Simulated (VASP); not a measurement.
# BN (P6_3mc) in VASP: a series of runs, part 3 of 3

VASP 6.6.1. The steps go on from the part before.

**5. Relaxation of shape and atoms at fixed volume, r2SCAN+D3(BJ) (volume scaled by 0.920)**

File POSCAR:

```
BN
1.0
    2.4682973631      0.0000000000      0.0000000000
   -1.2341486816      2.1376082205      0.0000000000
    0.0000000000      0.0000000000      4.0837004528
B N
2 2
Direct
    0.6666666667      0.3333333333      0.0003805288
    0.3333333333      0.6666666667      0.5003805288
    0.6666666667      0.3333333333      0.3746194712
    0.3333333333      0.6666666667      0.8746194712
```

File INCAR.step1:

```
SYSTEM = BN
ALGO     = Normal         ! electronic algorithm
EDIFF    = 1E-4           ! SCF threshold, eV
ENCUT    = 600            ! plane-wave cutoff, eV
GGA      = PE             ! functional
ISMEAR   = 0              ! smearing method
LASPH    = .True.         ! aspherical terms in the spheres
LCHARG   = .False.        ! write CHGCAR
LREAL    = .False.        ! projectors in reciprocal space
LWAVE    = .True.         ! write WAVECAR
NELM     = 80             ! most SCF steps
PREC     = Accurate       ! precision mode
SIGMA    = 0.05           ! smearing width, eV
```

File INCAR.step2:

```
SYSTEM = BN
ALGO     = Normal         ! electronic algorithm
EDIFF    = 1E-7           ! SCF threshold, eV
EDIFFG   = -0.01          ! ionic threshold
ENCUT    = 600            ! plane-wave cutoff, eV
IBRION   = 2              ! ionic algorithm
ISIF     = 4              ! what is computed and relaxed
ISMEAR   = 0              ! smearing method
ISTART   = 1            
IVDW     = 12             ! dispersion correction
LASPH    = .True.         ! aspherical terms in the spheres
LCHARG   = .False.        ! write CHGCAR
LMIXTAU  = .True.       
LREAL    = .False.        ! projectors in reciprocal space
LWAVE    = .False.        ! write WAVECAR
METAGGA  = R2SCAN         ! meta-GGA
NELM     = 80             ! most SCF steps
NSW      = 60             ! ionic steps
PREC     = Accurate       ! precision mode
SIGMA    = 0.05           ! smearing width, eV
VDW_A1   = 0.49484001   
VDW_A2   = 5.73083694   
VDW_S6   = 1.0          
VDW_S8   = 0.78981345
```

File KPOINTS:

```
k-points
0
Gamma
  10 10 6
  0 0 0
```

Run with:

```
> cat potpaw_PBE.64/B/POTCAR potpaw_PBE.64/N/POTCAR > POTCAR
> cp INCAR.step1 INCAR
> mpirun -np 1 vasp_std > vasp.out
> cp INCAR.step2 INCAR
> mpirun -np 1 vasp_std > vasp.out
```

Run time: 1.9 min. Hardware: 1 thread of Intel Xeon Platinum 8375C at 2.90GHz (Ice Lake), shared host; peak memory 0.16 GiB.

Results (log left out):

```yaml
Free_energy: -38.4350 eV
Energy_gained_by_relaxing: 0.0 meV/atom
Ionic_steps: 3
Pressure_after_relaxing: 39.9 GPa
Band_gap_on_the_k_mesh: 5.74 eV, indirect (least direct gap 9.41 eV)
Dispersion_energy_per_atom: -0.108 eV
```

Stress tensor (GPa, compression positive):
```
39.87  0.00  0.00
 0.00 39.87  0.00
 0.00  0.00 40.12
```

Final structure:
```yaml
crystal:
  lattice:
    - [2.46811, 0.00000, 0.00000]
    - [-1.23405, 2.13745, 0.00000]
    - [0.00000, 0.00000, 4.08432]
  atoms:
    - { symbol: B, position: [0.66667, 0.33333, 0.00055] }
    - { symbol: B, position: [0.33333, 0.66667, 0.50055] }
    - { symbol: N, position: [0.66667, 0.33333, 0.37445] }
    - { symbol: N, position: [0.33333, 0.66667, 0.87445] }
```

Levels at points of the mesh, in eV from the valence-band top:
```csv
k point,band 5,band 6,band 7,band 8,band 9,band 10,band 11,band 12
"(0.00, 0.00, 0.00)",-2.42,-0.36,0.00,0.00,9.44,9.44,9.83,11.40
"(0.50, 0.00, 0.00)",-7.79,-5.69,-5.05,-2.40,7.64,8.87,11.81,13.06
"(0.00, 0.00, 0.50)",-1.34,-1.34,-1.34,-1.34,11.13,11.13,11.18,11.18
"(0.50, 0.00, 0.50)",-4.30,-4.30,-4.08,-4.08,7.53,7.53,11.35,11.35
```

Caveat: the cell differs from its parent crystal (volume scaled by 0.920); the PAW data sets were made with another functional, which shifts forces and pressure a little.

**6. Relaxation of shape and atoms at fixed volume, r2SCAN+D3(BJ)**

This run uses another cell than the first one, of 5.82 Å³/atom, 0.955 times its volume.

File POSCAR:

```
BN
1.0
    2.5323061166      0.0000000000      0.0000000000
   -1.2661530583      2.1930414271      0.0000000000
    0.0000000000      0.0000000000      4.1892143798
B N
2 2
Direct
    0.6666666667      0.3333333333      0.0001724040
    0.3333333333      0.6666666667      0.5001724040
    0.6666666667      0.3333333333      0.3748275960
    0.3333333333      0.6666666667      0.8748275960
```

File INCAR.step1:

```
SYSTEM = BN
ALGO = Normal
EDIFF = 1E-4
ENCUT = 600
GGA = PE
ISMEAR = 0
LASPH = .True.
LCHARG = .False.
LREAL = .False.
LWAVE = .True.
NELM = 60
PREC = Accurate
SIGMA = 0.05
```

File INCAR.step2:

```
SYSTEM = BN
ALGO = Normal
EDIFF = 1E-6
EDIFFG = -0.01
ENCUT = 600
IBRION = 2
ISIF = 4
ISMEAR = 0
ISTART = 1
IVDW = 12
LASPH = .True.
LCHARG = .False.
LMIXTAU = .True.
LREAL = .False.
LWAVE = .False.
METAGGA = R2SCAN
NELM = 60
NSW = 60
PREC = Accurate
SIGMA = 0.05
VDW_A1 = 0.49484001
VDW_A2 = 5.73083694
VDW_S6 = 1.0
VDW_S8 = 0.78981345
```

KPOINTS is that of step 5.

Potentials or basis: VASP PAW PBE potentials, release 64 (B, N).

Run with:

```
> cat potpaw_PBE.64/B/POTCAR potpaw_PBE.64/N/POTCAR > POTCAR
> cp INCAR.step1 INCAR
> mpirun -np 1 vasp_std > vasp.out
> cp INCAR.step2 INCAR
> mpirun -np 1 vasp_std > vasp.out
```

Wall time 84 s (1 thread of Intel Xeon Platinum 8375C at 2.90GHz (Ice Lake), shared host); peak memory 0.17 GiB.

Results (log left out):

```yaml
Free_energy: -38.6629 eV
Energy_gained_by_relaxing: 0.0 meV/atom
Ionic_steps: 3
Pressure_after_relaxing: 3.9 GPa
Band_gap_on_the_k_mesh: 5.89 eV, indirect (least direct gap 9.04 eV)
Dispersion_energy_per_atom: -0.100 eV
```

Final structure:
```
B N
1.0
     2.53238    0.00000    0.00000
    -1.26619    2.19311    0.00000
     0.00000    0.00000    4.18896
B N
2 2
Direct
  0.66667 0.33333 0.00027
  0.33333 0.66667 0.50027
  0.66667 0.33333 0.37473
  0.33333 0.66667 0.87473
```

Levels at points of the mesh, in eV from the valence-band top:
```tsv
k point	band 6	band 7	band 8	band 9	band 10	band 11
(0.00, 0.00, 0.00)	-0.28	0.00	0.00	9.13	9.13	9.39
(0.50, 0.00, 0.00)	-5.27	-4.61	-2.23	7.35	8.64	11.44
(0.00, 0.00, 0.50)	-1.24	-1.24	-1.24	10.38	10.38	10.76
(0.50, 0.00, 0.50)	-3.98	-3.78	-3.78	7.25	7.25	10.81
```

Caveat: the PAW data sets were made with another functional, which shifts forces and pressure a little. A k mesh can miss the band edges.

**7. The runs side by side**

```csv
task,cell,cutoff (eV),gap on the mesh (eV),pressure (GPa)
single point,"a = 2.572, b = 2.572, c = 4.253 Å, angles 90.0, 90.0, 120.0°, 4 atoms",520,5.97,-13.5
relaxation of shape and atoms at fixed volume,"relaxed from a = 2.394, b = 2.394, c = 3.964 Å, angles 90.0, 90.0, 120.0°, 4 atoms",600,5.52,96.5
relaxation of shape and atoms at fixed volume,"relaxed from a = 2.432, b = 2.432, c = 4.025 Å, angles 90.0, 90.0, 120.0°, 4 atoms",600,5.64,65.5
relaxation of shape and atoms at fixed volume,"relaxed from a = 2.468, b = 2.468, c = 4.084 Å, angles 90.0, 90.0, 120.0°, 4 atoms",600,5.74,39.9
relaxation of shape and atoms at fixed volume,"relaxed from a = 2.532, b = 2.532, c = 4.189 Å, angles 90.0, 90.0, 120.0°, 4 atoms",600,5.89,3.9
```

Alike in all rows: level r2SCAN+D3(BJ); potentials or basis VASP PAW PBE potentials, release 64 (B, N); no spin polarisation; k mesh 10 × 10 × 6; smearing gaussian 0.05 eV.

Caveats: the PAW data sets were made with another functional, which shifts forces and pressure a little.

Absolute energies hang on the potentials; compare differences alone.
